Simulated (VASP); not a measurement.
Input of a VASP 6.6.1 run:

INCAR

```
SYSTEM = Ho2PbC
  ALGO = Normal
  EDIFF = 1E-6
  ENCUT = 600
  GGA = PE
  GGA_COMPAT = .False.
  ISIF = 2
  ISMEAR = 0
  LASPH = .True.
  LCHARG = .False.
  LMAXMIX = 6
  LREAL = .False.
  LWAVE = .False.
  NBANDS = 26
  NELM = 200
  PREC = Accurate
  SIGMA = 0.1
```

KPOINTS

```
k-points
0
Gamma
  6 6 4
  0 0 0
```

POSCAR

```
Ho2PbC
1.0
    5.0636250100      0.0000000000      0.0000000000
   -2.5318125100      4.3852279000      0.0000000000
    0.0000000000      0.0000000000      4.8497786800
Ho Pb C
2 1 1
Direct
    0.3333333300      0.6666666700      0.0000000000
    0.6666666700      0.3333333300      0.0000000000
    0.0000000000      0.0000000000      0.0000000000
    0.0000000000      0.0000000000      0.5000000000
```

Potentials or basis: VASP PAW PBE potentials, release 64 (Ho_3, Pb_d, C), 4f in core.

The run is started by

```sh
$ cat potpaw_PBE.64/Ho_3/POTCAR potpaw_PBE.64/Pb_d/POTCAR potpaw_PBE.64/C/POTCAR > POTCAR
$ mpirun -np 1 vasp_std > vasp.out
```

Q: What does it give for the pressure?

A: 9.3 GPa.

Q: Predict the band gap on the k mesh.

A: Zero (bands 18 and 19 overlap by 1.21 eV).

Stress tensor (GPa, compression positive):
```
16.39  0.00  0.00
 0.00 16.39  0.00
 0.00  0.00 -4.87
```

Caveat: the cell stands under pressure; spin-orbit coupling is left out, which moves the levels of the heavy elements; the 4f electrons are frozen in the core, so they carry no moment and show no levels. Spin polarisation is off, so any magnetic state and its effect on volume and gap are missing.
